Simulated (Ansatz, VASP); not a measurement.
# One calculation of LaHg, two programs

```
CELL_PARAMETERS angstrom
3.79863 0.00000 0.00000
0.00000 3.79863 0.00000
0.00000 0.00000 3.83700
ATOMIC_POSITIONS crystal
La 0.50000 0.50000 0.50000
Hg 0.00000 0.00000 0.00000
```

Change from the starting cell: equal xx and yy strain of -1 %.

Alike in both runs: task single point; functional LDA; k mesh 11 × 11 × 11; occupations fermi-dirac, width 0.08 eV; no spin polarisation.

```csv
,VASP,Ansatz
version,VASP 6.6.1,Ansatz 0.2.0
potentials or method,"VASP PAW LDA potentials, release 64 (La, Hg), cutoff 520 eV","all-electron LAPW, scalar-relativistic"
```

```tsv
	VASP	Ansatz	Ansatz less VASP
pressure (GPa)	-0.6	-0.7	-0.17
traceless stress, the component that is largest in VASP (GPa)	-0.11	-0.11	-0.002
```

LDA's correlation is that of Perdew and Zunger in VASP and of Perdew and Wang (1992) in Ansatz. Ansatz ran all-electron here, and VASP with PAW potentials.

Spin-orbit coupling is off throughout.
